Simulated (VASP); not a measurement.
# BN in VASP: a series of runs

The runs below take BN through single point, with PBE, LDA.

Everything below comes from runs of VASP 6.6.1. Logs are shortened: lines on timing, memory, paths and dates and some standing lists are left out, and cuts for length are marked.

### 1 The cell of the first run

The cell holds a slab with vacuum, 8 atoms: a = 2.507 Å, b = 2.507 Å, c = 45.842 Å, α = 90.00°, β = 90.00°, γ = 120.00°.

### 2 Single point, PBE

The input, INCAR:

```
PREC = Accurate
ENCUT = 520
EDIFF = 1E-6
ISMEAR = 0
SIGMA = 0.02
LREAL = F
LASPH = T
NELM = 60
ALGO = Normal
ISIF = 2
LWAVE = F
LCHARG = F
LDIPOL = T
IDIPOL = 3
DIPOL = 0.5 0.5 0.500
GGA = PE
NBANDS = 26
```

The input, KPOINTS:

```
regular mesh
0
Gamma
  12 12 1
```

The input, POSCAR:

```
BN
1.0
    2.5071210957      0.0000000000      0.0000000000
   -1.2535605478      2.1712305592      0.0000000000
    0.0000000000      0.0000000000     45.8423717808
B N
4 4
Direct
    0.6666666667      0.3333333333      0.3911371990
    0.3333333333      0.6666666667      0.4638427203
    0.6666666667      0.3333333333      0.5361572797
    0.3333333333      0.6666666667      0.6088628010
    0.3333333333      0.6666666667      0.3911009278
    0.6666666667      0.3333333333      0.4638406344
    0.3333333333      0.6666666667      0.5361593656
    0.6666666667      0.3333333333      0.6088990722
```

Potentials or basis: VASP PAW PBE potentials, release 64 (B, N).

Launch:

```
> cat potpaw_PBE.64/B/POTCAR potpaw_PBE.64/N/POTCAR > POTCAR
> mpirun -np 1 vasp_std > vasp.out
```

OUTCAR:

```text
PREC = Accurate
   ENCUT = 520
   EDIFF = 1E-6
   ISMEAR = 0
   LREAL = F
   LASPH = T
   NELM = 60
   ISIF = 2
   GGA = PE

 ion  position               nearest neighbor table
   1  0.667  0.333  0.391-   5 1.45   5 1.45   5 1.45
   2  0.333  0.667  0.464-   6 1.45   6 1.45   6 1.45
   3  0.667  0.333  0.536-   7 1.45   7 1.45   7 1.45
   4  0.333  0.667  0.609-   8 1.45   8 1.45   8 1.45
   5  0.333  0.667  0.391-   1 1.45   1 1.45   1 1.45
   6  0.667  0.333  0.464-   2 1.45   2 1.45   2 1.45
   7  0.333  0.667  0.536-   3 1.45   3 1.45   3 1.45
   8  0.667  0.333  0.609-   4 1.45   4 1.45   4 1.45

  LATTYP: Found a hexagonal cell.
 ALAT       =     2.5071210957
 C/A-ratio  =    18.2848654018

  Lattice vectors:

 A1 = (   2.5071210957,   0.0000000000,   0.0000000000)
 A2 = (  -1.2535605478,   2.1712305592,   0.0000000000)
 A3 = (   0.0000000000,   0.0000000000,  45.8423717808)

Analysis of symmetry for initial positions (statically):
=====================================================================
 Subroutine PRICEL returns:
 Original cell was already a primitive cell.

 Routine SETGRP: Setting up the symmetry group for a
 hexagonal supercell.

 Subroutine GETGRP returns: Found 12 space group operations
 (whereof 12 operations were pure point group operations)
 out of a pool of 24 trial point group operations.

The static configuration has the point symmetry D_3d.

Analysis of symmetry for dynamics (positions and initial velocities):
=====================================================================
 Subroutine PRICEL returns:
 Original cell was already a primitive cell.

 Routine SETGRP: Setting up the symmetry group for a
 hexagonal supercell.

 Subroutine GETGRP returns: Found 12 space group operations
 (whereof 12 operations were pure point group operations)
 out of a pool of 24 trial point group operations.

The dynamic configuration has the point symmetry D_3d.

 Subroutine INISYM returns: Found 12 space group operations
 (whereof 12 operations are pure point group operations),
 and found     1 'primitive' translations

----------------------------------------------------------------------------------------

                                     Primitive cell

  volume of cell :     249.5447

  direct lattice vectors                    reciprocal lattice vectors
     2.507121096  0.000000000  0.000000000     0.398863861  0.230284157  0.000000000
    -1.253560548  2.171230559  0.000000000     0.000000000  0.460568315  0.000000000
     0.000000000  0.000000000 45.842371781     0.000000000  0.000000000  0.021813880

  length of vectors
     2.507121096  2.507121096 45.842371781     0.460568315  0.460568315  0.021813880

  position of ions in fractional coordinates (direct lattice)
     0.666666667  0.333333333  0.391137199
     0.333333333  0.666666667  0.463842720
     0.666666667  0.333333333  0.536157280
     0.333333333  0.666666667  0.608862801
     0.333333333  0.666666667  0.391100928
     0.666666667  0.333333333  0.463840634
     0.333333333  0.666666667  0.536159366
     0.666666667  0.333333333  0.608899072

  ion indices of the primitive-cell ions
   primitive index   ion index
                 1           1
                 2           2
                 3           3
                 4           4
                 5           5
                 6           6
                 7           7
                 8           8

----------------------------------------------------------------------------------------

 KPOINTS: regular mesh

Automatic generation of k-mesh.
 Grid dimensions read from file:
 generate k-points for:   12   12    1

 Generating k-lattice:

  Cartesian coordinates                     Fractional coordinates (reciprocal lattice)
     0.033238655  0.019190346  0.000000000     0.083333333  0.000000000  0.000000000
     0.000000000  0.038380693  0.000000000     0.000000000  0.083333333  0.000000000
     0.000000000  0.000000000  0.021813880     0.000000000  0.000000000  1.000000000

  Length of vectors
     0.038380693  0.038380693  0.021813880

  Shift w.r.t. Gamma in fractional coordinates (k-lattice)
     0.000000000  0.000000000  0.000000000

 Subroutine IBZKPT returns following result:
 ===========================================

 Found     19 irreducible k-points:

 Following reciprocal coordinates:
            Coordinates               Weight
  0.000000  0.000000  0.000000      1.000000
  0.083333  0.000000  0.000000      6.000000
  0.166667 -0.000000  0.000000      6.000000
  0.250000  0.000000  0.000000      6.000000
  0.333333  0.000000  0.000000      6.000000
  0.416667  0.000000  0.000000      6.000000
[... 11 lines left out ...]
  0.333333  0.250000  0.000000     12.000000
  0.333333  0.333333  0.000000      2.000000
   k-points           NKPTS =     19   k-points in BZ     NKDIM =     19   number of bands    NBANDS=     26
   number of dos      NEDOS =    301   number of ions     NIONS =      8
   total plane-waves  NPLWV = 140000
   dimension x,y,z NGX =    20 NGY =   20 NGZ =  350
   dimension x,y,z NGXF=    40 NGYF=   40 NGZF=  700
   ions per type =               4   4
   NGX,Y,Z   is equivalent  to a cutoff of  13.26, 13.26, 12.69 a.u.
   NGXF,Y,Z  is equivalent  to a cutoff of  26.52, 26.52, 25.39 a.u.
 SYSTEM =  unknown system
   PREC   = accura    normal or accurate (medium, high low for compatibility)
   ISTART =      0    job   : 0-new  1-cont  2-samecut
   ICHARG =      2    charge: 1-file 2-atom 10-const
   ISPIN  =      1    spin polarized calculation?
   LNONCOLLINEAR =      F non collinear calculations
   LSORBIT =      F    spin-orbit coupling
   LASPH  =      T    aspherical Exc in radial PAW
   ENCUT  =  520.0 eV  38.22 Ry    6.18 a.u.   4.66  4.66 85.24*2*pi/ulx,y,z
   NELM   =     60;   NELMIN=  2; NELMDL= -5     # of ELM steps
   EDIFF  = 0.1E-05   stopping-criterion for ELM
   LREAL  =      F    real-space projection
   EDIFFG = 0.1E-04   stopping-criterion for IOM
   NSW    =      0    number of steps for IOM
   IBRION =     -1    ionic relax: 0-MD 1-quasi-New 2-CG
   NFREE  =      0    steps in history (QN), initial steepest desc. (CG)
   ISIF   =      2    stress and relaxation
   ISYM   =      2    0-nonsym 1-usesym 2-fastsym
   POTIM  = 0.5000    time-step for ionic-motion
   TEBEG  =    0.0;   TEEND  =   0.0 temperature during run
   PSTRESS=    0.0 pullay stress
   NELECT =      32.0000    total number of electrons
   NUPDOWN=      -1.0000    fix difference up-down
   EMIN   =  10.00;   EMAX   =-10.00  energy-range for DOS
   EFERMI =   0.00;   METHOD = LEGACY
   ISMEAR =     0;   SIGMA  =   0.02  broadening in eV -4-tet -1-fermi 0-gaus
   EFERMI_NEDOS =   21; number of points for ismear=-14 and -15
   IALGO  =     38    algorithm
   IMIX   =      4    mixing-type and parameters
     AMIX     =   0.40;   BMIX     =  1.00
     AMIX_MAG =   1.60;   BMIX_MAG =  1.00
  volume/ion in A,a.u.               =      31.19       210.50
  Fermi-wavevector in a.u.,A,eV,Ry     =   0.825547  1.560058  9.272760  0.681529
  Thomas-Fermi vector in A             =   1.937425
   LORBIT       =      0    0 simple, 1 ext, 2 COOP (PROOUT), +10 PAW based schemes
   GGA     = PE    functional components
   LHFCALC =     F    Hartree Fock is set to
   AEXX    =    0.0000 exact exchange contribution
   IVDW    =     0    specifies the selected vdW correction
   LEPSILON=     F    determine dielectric tensor
   LRPA    =     F    only Hartree local field effects (RPA)
 non-spin polarized calculation
 Gauss-broadening in eV      SIGMA  =   0.02
  energy-cutoff  :      520.00
  volume of cell :      249.54
 maximum number of plane-waves:      6795
 NGX is ok and might be reduce to    20
   NGX =  9   NGY =  9   NGZ =171

 number of electron      31.9999999 magnetization

 dipolmoment           0.000000      0.000000     -0.000000 electrons x Angstroem

 Free energy of the ion-electron system (eV)
  ---------------------------------------------------
  ext. energy  EPLUGINS =         0.00000000
  ---------------------------------------------------
  free energy    TOTEN  =       -70.33442718 eV

  energy without entropy =      -70.33442718  energy(sigma->0) =      -70.33442718

 E-fermi :  -3.3697     XC(G=0):  -3.1376

 val. band max:       -3.5045942672   @ k =   0.3333   0.3333   0.0000
 cond. band min:       0.8144275009   @ k =   0.5000   0.0000   0.0000
 fundamental gap:      4.3190217681
 Fermi energy:        -3.3696540475

 k-point     1 :       0.0000    0.0000    0.0000
  band No.  band energies     occupation
      1     -21.2688      2.00000
      2     -21.1842      2.00000
      3     -21.0956      2.00000
      4     -21.0311      2.00000
      5      -9.5376      2.00000
      6      -9.0480      2.00000
[... 18 lines left out ...]
     25       3.5871      0.00000
     26       4.2560      0.00000

 k-point     2 :       0.0833    0.0000    0.0000
  band No.  band energies     occupation
      1     -21.1336      2.00000
      2     -21.0501      2.00000
      3     -20.9629      2.00000
      4     -20.8996      2.00000
      5      -9.3530      2.00000
      6      -8.8674      2.00000
[... 18 lines left out ...]
     25       3.8053      0.00000
     26       4.4535      0.00000

 k-point     3 :       0.1667   -0.0000    0.0000
  band No.  band energies     occupation
      1     -20.7353      2.00000
      2     -20.6553      2.00000
      3     -20.5722      2.00000
      4     -20.5125      2.00000
      5      -8.8067      2.00000
      6      -8.3360      2.00000
[... 427 lines left out ...]
 k-point    18 :       0.3333    0.2500    0.0000
  band No.  band energies     occupation
      1     -17.7150      2.00000
      2     -17.6886      2.00000
      3     -17.6630      2.00000
      4     -17.6558      2.00000
      5     -11.6452      2.00000
      6     -11.6122      2.00000
[... 18 lines left out ...]
     25       9.1167      0.00000
     26       9.8609      0.00000

 k-point    19 :       0.3333    0.3333    0.0000
  band No.  band energies     occupation
      1     -17.4992      2.00000
      2     -17.4992      2.00000
      3     -17.4755      2.00000
      4     -17.4755      2.00000
      5     -11.4554      2.00000
      6     -11.4040      2.00000
[... 18 lines left out ...]
     25       9.7841      0.00000
     26      10.1011      0.00000

------------------------ aborting loop because EDIFF is reached ----------------------------------------

 vacuum level on the upper side and lower side of the slab       (xc-potential included)        -0.168        -0.168

  FORCE on cell =-STRESS in cart. coord.  units (eV):
  Direction    XX          YY          ZZ          XY          YZ          ZX
  --------------------------------------------------------------------------------------
  -------------------------------------------------------------------------------------
  Total        1.0653748      1.0653748      0.9026648      0.0000000      0.0000000     -0.0000000
  in kB        6.8401352      6.8401352      5.7954712      0.0000000      0.0000000     -0.0000000
  external PRESSURE =       6.4919139 kB  Pullay stress =       0.0000000 kB

 VOLUME and BASIS-vectors are now :
 -----------------------------------------------------------------------------
  energy-cutoff  :      520.00
  volume of cell :      249.54
      direct lattice vectors                 reciprocal lattice vectors
     2.507121096  0.000000000  0.000000000     0.398863861  0.230284157  0.000000000
    -1.253560548  2.171230559  0.000000000     0.000000000  0.460568315  0.000000000
     0.000000000  0.000000000 45.842371781     0.000000000  0.000000000  0.021813880

 POSITION                                       TOTAL-FORCE (eV/Angst)
 -----------------------------------------------------------------------------------
      1.25356      0.72374     17.93066        -0.000000     -0.000000     -0.053963
     -0.00000      1.44749     21.26365         0.000000      0.000000     -0.003643
      1.25356      0.72374     24.57872        -0.000000     -0.000000      0.003643
     -0.00000      1.44749     27.91171         0.000000      0.000000      0.053963
     -0.00000      1.44749     17.92899         0.000000     -0.000000     -0.041950
      1.25356      0.72374     21.26355        -0.000000      0.000000     -0.003057
     -0.00000      1.44749     24.57882        -0.000000     -0.000000      0.003057
      1.25356      0.72374     27.91338        -0.000000      0.000000      0.041950
 -----------------------------------------------------------------------------------
    total drift:                                0.000000     -0.000000      0.000000

  FREE ENERGIE OF THE ION-ELECTRON SYSTEM (eV)
  ---------------------------------------------------
  free  energy   TOTEN  =       -70.3344271849 eV

  energy  without entropy=      -70.3344271849  energy(sigma->0) =      -70.33442718

 vacuum level on the upper side and lower side of the slab         2.237         2.237
```

It took 2.3 min on 1 thread of Intel Xeon 6975P-C (Granite Rapids), shared host; peak memory 0.39 GiB.

What came out:

```yaml
Free_energy: -70.3344 eV
Largest_force: 0.054 eV/Å
Band_gap_on_the_k_mesh: 4.32 eV (least direct gap 4.67 eV)
```

Forces in eV/Å, atoms in the order of the input:
```
B    0.000  0.000 -0.054
B    0.000  0.000 -0.004
B    0.000  0.000  0.004
B    0.000  0.000  0.054
N    0.000  0.000 -0.042
N    0.000  0.000 -0.003
N    0.000  0.000  0.003
N    0.000  0.000  0.042
```

Levels at points of the mesh, in eV from the valence-band top:
```csv
k point,band 12,band 13,band 14,band 15,band 16,band 17,band 18,band 19,band 20,band 21
"(0.00, 0.00, 0.00)",-1.33,-1.32,-1.32,-1.31,-1.31,4.92,5.07,5.82,5.97,5.99
"(0.50, 0.00, 0.00)",-4.09,-1.35,-1.06,-0.75,-0.52,4.32,4.57,4.98,5.42,9.56
```

### 3 Single point, LDA

The input, INCAR:

```
  PREC = Accurate
  ENCUT = 520
  EDIFF = 1E-6
  ISMEAR = 0
  SIGMA = 0.02
  LREAL = False
  LASPH = True
  NELM = 100
  ALGO = Normal
  ISIF = 2
  LWAVE = False
  LCHARG = False
  LDIPOL = True
  IDIPOL = 3
  DIPOL = 0.5 0.5 0.500
  NBANDS = 26
```

KPOINTS is that of step 2.

POSCAR is that of step 2.

Potentials or basis: VASP PAW LDA potentials, release 64 (B, N).

Launch:

```
> cat potpaw_LDA.64/B/POTCAR potpaw_LDA.64/N/POTCAR > POTCAR
> mpirun -np 1 vasp_std > vasp.out
```

OUTCAR:

```text
PREC = Accurate
   ENCUT = 520
   EDIFF = 1E-6
   ISMEAR = 0
   LREAL = False
   LASPH = True
   NELM = 100
   ISIF = 2

 ion  position               nearest neighbor table
   1  0.667  0.333  0.391-   5 1.45   5 1.45   5 1.45
   2  0.333  0.667  0.464-   6 1.45   6 1.45   6 1.45
   3  0.667  0.333  0.536-   7 1.45   7 1.45   7 1.45
   4  0.333  0.667  0.609-   8 1.45   8 1.45   8 1.45
   5  0.333  0.667  0.391-   1 1.45   1 1.45   1 1.45
   6  0.667  0.333  0.464-   2 1.45   2 1.45   2 1.45
   7  0.333  0.667  0.536-   3 1.45   3 1.45   3 1.45
   8  0.667  0.333  0.609-   4 1.45   4 1.45   4 1.45

  LATTYP: Found a hexagonal cell.
 ALAT       =     2.5071210957
 C/A-ratio  =    18.2848654018

  Lattice vectors:

 A1 = (   2.5071210957,   0.0000000000,   0.0000000000)
 A2 = (  -1.2535605478,   2.1712305592,   0.0000000000)
 A3 = (   0.0000000000,   0.0000000000,  45.8423717808)

Analysis of symmetry for initial positions (statically):
=====================================================================
[... 192 lines left out ...]
      3     -21.1233      2.00000
      4     -21.0486      2.00000
      5      -9.8909      2.00000
      6      -9.3835      2.00000
[... 540 lines left out ...]
     25       9.3508      0.00000
     26       9.6931      0.00000

------------------------ aborting loop because EDIFF is reached ----------------------------------------

 vacuum level on the upper side and lower side of the slab       (xc-potential included)        -0.144        -0.144

  FORCE on cell =-STRESS in cart. coord.  units (eV):
  Direction    XX          YY          ZZ          XY          YZ          ZX
  --------------------------------------------------------------------------------------
  -------------------------------------------------------------------------------------
  Total       -3.3015407     -3.3015407     -0.2829581     -0.0000000     -0.0000000     -0.0000000
  in kB      -21.1972198    -21.1972198     -1.8167047     -0.0000000     -0.0000000     -0.0000000
  external PRESSURE =     -14.7370481 kB  Pullay stress =       0.0000000 kB

 VOLUME and BASIS-vectors are now :
 -----------------------------------------------------------------------------
  energy-cutoff  :      520.00
  volume of cell :      249.54
      direct lattice vectors                 reciprocal lattice vectors
     2.507121096  0.000000000  0.000000000     0.398863861  0.230284157  0.000000000
    -1.253560548  2.171230559  0.000000000     0.000000000  0.460568315  0.000000000
     0.000000000  0.000000000 45.842371781     0.000000000  0.000000000  0.021813880

 POSITION                                       TOTAL-FORCE (eV/Angst)
 -----------------------------------------------------------------------------------
      1.25356      0.72374     17.93066        -0.000000      0.000000      0.019241
     -0.00000      1.44749     21.26365        -0.000000      0.000000     -0.002354
      1.25356      0.72374     24.57872         0.000000     -0.000000      0.002354
     -0.00000      1.44749     27.91171         0.000000     -0.000000     -0.019241
     -0.00000      1.44749     17.92899         0.000000      0.000000      0.002879
      1.25356      0.72374     21.26355        -0.000000     -0.000000     -0.001281
     -0.00000      1.44749     24.57882         0.000000      0.000000      0.001281
      1.25356      0.72374     27.91338         0.000000      0.000000     -0.002879
 -----------------------------------------------------------------------------------
    total drift:                                0.000000     -0.000000      0.000000

  FREE ENERGIE OF THE ION-ELECTRON SYSTEM (eV)
  ---------------------------------------------------
  free  energy   TOTEN  =       -77.0833795211 eV

  energy  without entropy=      -77.0833795211  energy(sigma->0) =      -77.08337952

 vacuum level on the upper side and lower side of the slab         2.295         2.295
```

OSZICAR:

```text
N       E                     dE             d eps       ncg     rms          rms(c)
DAV:   1     0.266946633765E+03    0.26695E+03   -0.12861E+04  1036   0.960E+02
DAV:   2    -0.495205956445E+02   -0.31647E+03   -0.29144E+03  1496   0.241E+02
DAV:   3    -0.843089273529E+02   -0.34788E+02   -0.34468E+02  1314   0.911E+01
[... 16 lines left out ...]
DAV:  20    -0.770833714354E+02   -0.19674E-04   -0.52010E-07   908   0.323E-03    0.368E-04
DAV:  21    -0.770833747708E+02   -0.33355E-05   -0.53326E-08   942   0.141E-03    0.245E-04
DAV:  22    -0.770833774733E+02   -0.27025E-05   -0.31892E-08   824   0.104E-03    0.180E-04
DAV:  23    -0.770833789067E+02   -0.14334E-05   -0.74945E-09   848   0.576E-04    0.104E-04
DAV:  24    -0.770833795211E+02   -0.61446E-06   -0.19688E-09   810   0.361E-04
   1 F= -.77083380E+02 E0= -.77083380E+02  d E =-.275295E-23
```

stdout:

```text
POSCAR found type information on POSCAR B N
 POSCAR found :  2 types and       8 ions
 scaLAPACK will be used
 LDA part: xc-table for (Slater(with rela. corr.)+CA(PZ))
 , standard interpolation
 POSCAR, INCAR and KPOINTS ok, starting setup
 FFT: planning ... GRIDC
 FFT: planning ... GRID_SOFT
 FFT: planning ... GRID
 WAVECAR not read
 entering main loop
```

Wall time 2.3 min (1 thread of Intel Xeon 6975P-C (Granite Rapids), shared host); peak memory 0.32 GiB.

Results:

* Free energy: -77.0834 eV
* Largest force: 0.019 eV/Å
* Band gap on the k mesh: 4.13 eV (least direct gap 4.53 eV)

Forces on the atoms (eV/Å):
```
B    0.000  0.000  0.019
B    0.000  0.000 -0.002
B    0.000  0.000  0.002
B    0.000  0.000 -0.019
N    0.000  0.000  0.003
N    0.000  0.000 -0.001
N    0.000  0.000  0.001
N    0.000  0.000 -0.003
```
